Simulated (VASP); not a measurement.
A run of VASP 6.6.1:

Contents of INCAR:

```
PREC = Accurate ; ENCUT = 500
EDIFF = 1E-6 ; ISMEAR = -1
SIGMA = 0.08 ; LREAL = F
LASPH = T ; NELM = 120
ALGO = Normal ; ISIF = 2
LWAVE = F ; LCHARG = F
GGA = CA ; NBANDS = 21
GGA_COMPAT = F
```

Contents of KPOINTS:

```
regular mesh
0
Gamma
  18 18 10
```

POSCAR

```
Ru
1.0
    2.5981621373      0.0000000000      0.0000000000
   -1.2990810687      2.2500744141      0.0000000000
    0.0000000000      0.0000000000      4.1195785511
Ru
2
Direct
    0.3333333333      0.6666666667      0.2500000000
    0.6666666667      0.3333333333      0.7500000000
```

Potentials or basis: VASP PAW LDA potentials, release 64 (Ru_pv).

The run is started by

```bash
$ cat potpaw_LDA.64/Ru_pv/POTCAR > POTCAR
$ mpirun -np 1 vasp_std > vasp.out
```

Hardware: 1 thread of Intel(R) Xeon(R) 6975P-C (Granite Rapids) (shared host).

Question: How long does it take, and how much memory?

Answer: Wall time 35 s on 1 thread of Intel(R) Xeon(R) 6975P-C (Granite Rapids) (shared host), peak memory 0.19 GiB. Counts: scf iterations 11, k points 222.
